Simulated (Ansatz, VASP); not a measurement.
# Os: VASP beside Ansatz

```
CELL_PARAMETERS angstrom
2.72809 0.00000 0.00000
-1.36405 2.36260 0.00000
0.00000 0.00000 4.29809
ATOMIC_POSITIONS crystal
Os 0.33333 0.66667 0.25000
Os 0.66667 0.33333 0.75000
```

Alike in both runs: task single point; functional RPBE; k mesh 21 × 21 × 12; occupations fermi-dirac, width 0.1 eV; no spin polarisation.

```csv
,VASP,Ansatz
version,VASP 6.6.1,Ansatz 0.2.0
potentials or method,"VASP PAW PBE potentials, release 64 (Os), cutoff 520 eV","plane waves (420 eV) with PAW, scalar-relativistic"
valence electrons in the cell,16,32
```

|  | VASP | Ansatz | Ansatz less VASP |
| --- | --- | --- | --- |
| pressure (GPa) | 17.1 | 17.3 | +0.15 |
| traceless stress, the component that is largest in VASP (GPa) | 1.37 | 1.47 | +0.098 |

VASP's potentials were made for PBE, not for RPBE. VASP's potentials hold 16 valence electrons a cell and Ansatz's 32, so a difference there can come from the potentials and not from the codes.

Neither program's run includes spin-orbit coupling.
